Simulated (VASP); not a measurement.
Set up this calculation in VASP 6.6.1, as the native input.

```
Task                               : single point
Functional                         : HSE06
Potentials or basis                : VASP PAW PBE potentials, release 64 (Cu_sv_GW)
Cutoff                             : 610 eV
k mesh                             : 6 × 6 × 6
Occupations                        : fermi-dirac, width 0.1 eV
Spin                               : no spin polarisation
Dipole correction                  : no
Grid for exact exchange (PRECFOCK) : Normal
Further INCAR settings             : ALGO = Normal; EDIFF = 1e-06; NBANDS = 16
Share of exact exchange            : 0.25
Screening parameter                : 0.2079 1/Å
```

The system is Cu.

```
CELL_PARAMETERS angstrom
0.00000 1.76525 1.76525
1.76525 0.00000 1.76525
1.76525 1.76525 0.00000
ATOMIC_POSITIONS crystal
Cu 0.00000 0.00000 0.00000
```

The input as run:

POSCAR

```
Cu
1.0
    0.0000000000      1.7652487196      1.7652487196
    1.7652487196      0.0000000000      1.7652487196
    1.7652487196      1.7652487196      0.0000000000
Cu
1
Direct
    0.0000000000      0.0000000000      0.0000000000
```

INCAR.step1

```
SYSTEM = Cu
PREC = Accurate
ENCUT = 610
EDIFF = 1E-5
ISMEAR = -1
SIGMA = 0.1
LREAL = .FALSE.
LASPH = .TRUE.
NELM = 120
ALGO = Normal
ISIF = 2
LWAVE = .TRUE.
LCHARG = .FALSE.
GGA = PE
NBANDS = 16
GGA_COMPAT = .FALSE.
```

INCAR.step2

```
SYSTEM = Cu
PREC = Accurate
ENCUT = 610
EDIFF = 1E-6
ISMEAR = -1
SIGMA = 0.1
LREAL = .FALSE.
LASPH = .TRUE.
NELM = 120
ALGO = Normal
ISIF = 2
LWAVE = .FALSE.
LCHARG = .FALSE.
GGA = PE
LHFCALC = .TRUE.
HFSCREEN = 0.2079
PRECFOCK = Normal
ISTART = 1
NBANDS = 16
GGA_COMPAT = .FALSE.
```

KPOINTS

```
Automatic mesh
0
G
  6 6 6
  0 0 0
```

Potentials or basis: VASP PAW PBE potentials, release 64 (Cu_sv_GW).

Command:

```console
$ cat potpaw_PBE.64/Cu_sv_GW/POTCAR > POTCAR
$ cp INCAR.step1 INCAR
$ mpirun -np 1 vasp_std > vasp.out
$ cp INCAR.step2 INCAR
$ mpirun -np 1 vasp_std > vasp.out
```

Results of the run:

```json
{
  "Pressure": "9.1 GPa",
  "Band gap on the k mesh": "zero (an odd number of electrons rules out a gap without spin polarisation)"
}
```

Caveat: the k points lie up to 0.51 Å⁻¹ apart, too coarse for converged energies and pressures of a metal; the PAW data sets were made with another functional, which shifts forces and pressure a little.

Run time: 14 min on 1 thread of AMD EPYC 9R45 96-Core Processor (Zen 5) (shared host), peak memory 0.21 GiB.
